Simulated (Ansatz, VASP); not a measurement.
# As in VASP and in Ansatz

```
CELL_PARAMETERS angstrom
1.87999 1.08541 3.32765
-1.87999 1.08541 3.32765
0.00000 -2.17082 3.32765
ATOMIC_POSITIONS crystal
As 0.76951 0.76951 0.76951
As 0.23049 0.23049 0.23049
```

Alike in both runs: task single point; functional LDA; k mesh 10 × 10 × 10; occupations fermi-dirac, width 0.6 eV; no spin polarisation.

|  | VASP | Ansatz |
| --- | --- | --- |
| version | VASP 6.6.1 | Ansatz 0.2.0 |
| potentials or method | VASP PAW LDA potentials, release 64 (As), cutoff 500 eV | plane waves (420 eV) with PAW, scalar-relativistic |
| valence electrons in the cell | 10 | 30 |

Ansatz gave:

| Property | Result |
| --- | --- |
| pressure (GPa) | 1.3 |
| traceless stress, the component that is largest in VASP (GPa) | -0.05 |

**Question.** Which values does VASP return?

**Answer.** Pressure (GPa): 1.7; traceless stress, the component that is largest in VASP (GPa): -0.14.

Ansatz warns that its potentials were made for another functional, while VASP's fit it. LDA's correlation is that of Perdew and Zunger in VASP and of Perdew and Wang (1992) in Ansatz. VASP's potentials hold 10 valence electrons a cell and Ansatz's 30, so a difference there can come from the potentials and not from the codes.
